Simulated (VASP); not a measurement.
Input of a VASP 6.6.1 run:

Contents of INCAR:

```
PREC = Accurate ; ENCUT = 520
EDIFF = 1E-6 ; ISMEAR = 0
SIGMA = 0.02 ; LREAL = F
LASPH = T ; NELM = 60
ALGO = Normal ; ISIF = 2
LWAVE = F ; LCHARG = T
GGA = CA ; LELF = T
LVHAR = T ; NBANDS = 21
```

Contents of KPOINTS:

```
regular mesh
0
Gamma
  8 8 6
```

The input POSCAR:

```
AlGaN2
1.0
    3.1152864669      0.0000000000      0.0000000000
    0.0000000000      3.1152864669      0.0000000000
    0.0000000000      0.0000000000      4.2089569927
Al Ga N
1 1 2
Direct
    0.5000000000      0.5000000000      0.5000000000
    0.0000000000      0.0000000000      0.0000000000
    0.5000000000      0.0000000000      0.7392191729
    0.0000000000      0.5000000000      0.2607808271
```

Potentials or basis: VASP PAW LDA potentials, release 64 (Al, Ga_d, N).

The run is started by

```bash
$ cat potpaw_LDA.64/Al/POTCAR potpaw_LDA.64/Ga_d/POTCAR potpaw_LDA.64/N/POTCAR > POTCAR
$ mpirun -np 1 vasp_std > vasp.out
```

Task: Predict the pressure.

Result: 10.0 GPa.

Task: Estimate the band gap on the k mesh.

Result: 3.40 eV, indirect (least direct gap 3.42 eV).

Task: What does it give for the largest force?

Result: 0.029 eV/Å.

Forces on the atoms (eV/Å):
```
Al   0.000  0.000  0.000
Ga   0.000  0.000  0.000
N    0.000  0.000 -0.029
N    0.000  0.000  0.029
```

Caveat: the cell differs from its parent crystal (strain along c alone, the other axes held: -4.0 %, then relaxed in part). A k mesh can miss the band edges.
